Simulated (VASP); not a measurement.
Wanted: the native input for a VASP 6.6.1 run.

```
Task                   : single point
Functional             : PBE
Potentials or basis    : VASP PAW PBE potentials, release 64 (Ti_sv, B, Os)
Cutoff                 : 520 eV
k mesh                 : 6 × 6 × 4
Occupations            : gaussian, width 0.1 eV
Spin                   : no spin polarisation
Dipole correction      : no
Further INCAR settings : ALGO = Normal; EDIFF = 1e-07; NBANDS = 27
```

The structure of Ti2B2Os lies in POSCAR:

```
Ti2B2Os
1.0
    3.8889686000      0.0000000000      0.0000000000
   -1.9444843000      3.3679456000      0.0000000000
    0.0000000000      0.0000000000      5.4224827100
Ti B Os
2 2 1
Direct
    0.3333333300      0.6666666700      0.5000000000
    0.6666666700      0.3333333300      0.5000000000
    0.0000000000      0.0000000000      0.3028797600
    0.0000000000      0.0000000000      0.6971202400
    0.0000000000      0.0000000000      0.0000000000
```

One way to write it, as run:

INCAR

```
PREC = Accurate ; ENCUT = 520
EDIFF = 1E-7 ; ISMEAR = 0
SIGMA = 0.1 ; LREAL = F
LASPH = T ; NELM = 60
ALGO = Normal ; ISIF = 2
LWAVE = F ; LCHARG = F
GGA = PE ; NBANDS = 27
```

KPOINTS

```
Automatic mesh
0
Gamma
  6 6 4
```

Potentials or basis: VASP PAW PBE potentials, release 64 (Ti_sv, B, Os).

Run with:

```sh
$ cat potpaw_PBE.64/Ti_sv/POTCAR potpaw_PBE.64/B/POTCAR potpaw_PBE.64/Os/POTCAR > POTCAR
$ mpirun -np 1 vasp_std > vasp.out
```

Results of the run:

- Pressure: 28.9 GPa
- Largest force: 15.364 eV/Å
- Band gap on the k mesh: zero (band 19 reaches 6.46 eV, above the bottom of band 20 at 5.88 eV)

Caveat: spin-orbit coupling is left out, which moves the levels of the heavy elements; forces of over 1 eV/Å act on the atoms, so gaps and moduli don't describe the material at rest.

It used 120 s of CPU time on 1 thread of AMD EPYC 7R13 Processor (Zen 3), on a shared host.
